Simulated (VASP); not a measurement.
Wanted: the native input for a VASP 6.6.1 run.

```yaml
Task: single point
Functional: PBE
Potentials_or_basis: VASP PAW PBE potentials, release 64 (Ta_pv, N)
Cutoff: 520 eV
k_mesh: 18 × 18 × 18
Occupations: gaussian, width 0.1 eV
Spin: no spin polarisation
Dipole_correction: no
Further_INCAR_settings: ALGO = Normal; EDIFF = 1e-06; NBANDS = 15
```

The structure of TaN lies in POSCAR:

```
TaN
1.0
    2.9624363924      0.0000000000      0.0000000000
    0.0000000000      2.9624363924      0.0000000000
    0.0000000000      0.0000000000      3.0918672240
Ta N
1 1
Direct
    0.0000000000      0.0000000000      0.5000000000
    0.5000000000      0.5000000000      0.5000000000
```

The input as run:

INCAR

```
PREC = Accurate
ENCUT = 520
EDIFF = 1E-6
ISMEAR = 0
SIGMA = 0.1
LREAL = F
LASPH = T
NELM = 60
ALGO = Normal
ISIF = 2
LWAVE = F
LCHARG = T
GGA = PE
LELF = T
LVHAR = T
NBANDS = 15
```

KPOINTS

```
Automatic mesh
0
Gamma
  18 18 18
```

Potentials or basis: VASP PAW PBE potentials, release 64 (Ta_pv, N).

Command:

```sh
$ cat potpaw_PBE.64/Ta_pv/POTCAR potpaw_PBE.64/N/POTCAR > POTCAR
$ mpirun -np 1 vasp_std > vasp.out
```

It gave:

```
Pressure               : 0.4 GPa
Band gap on the k mesh : zero (band 8 reaches 7.65 eV, above the bottom of band 9 at 3.27 eV)
```

Caveat: spin-orbit coupling is left out, which moves the levels of the heavy elements.

Run time: 2.9 min on 1 thread of AMD EPYC 9R45 (Zen 5), with other jobs on the host, peak memory 0.29 GiB.
